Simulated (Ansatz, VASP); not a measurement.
**Two plane-wave programs on LiCl**

```xyz
4
Lattice="3.6711 0.0000 0.0000 -1.8356 3.1793 0.0000 0.0000 0.0000 6.1898" Properties=species:S:1:pos:R:3 pbc="T T T"
Li    0.0000    0.0000    0.0000
Li    0.0000    0.0000    3.0949
Cl    0.0000    2.1195    1.5474
Cl    1.8356    1.0598    4.6423
```

Alike in both runs: task single point; functional PBE; k mesh 6 × 6 × 4; no spin polarisation.

|  | VASP | Ansatz |
| --- | --- | --- |
| version | VASP 6.6.1 | Ansatz 0.2.0 |
| potentials or method | VASP PAW PBE potentials, release 64 (Li_sv, Cl) | plane waves, PAW |
| plane-wave cutoff (eV) | 520 | 420 |
| occupations | gaussian, width 0.01 eV | fixed |
| valence electrons in the cell | 20 | 20 |

|  | VASP | Ansatz | Ansatz less VASP |
| --- | --- | --- | --- |
| gap on the k mesh at the Fermi level (eV) | 5.92 | 5.91 | -0.012 |

Noted on VASP's run: the cutoff is short for stress, so the pressure is rough.
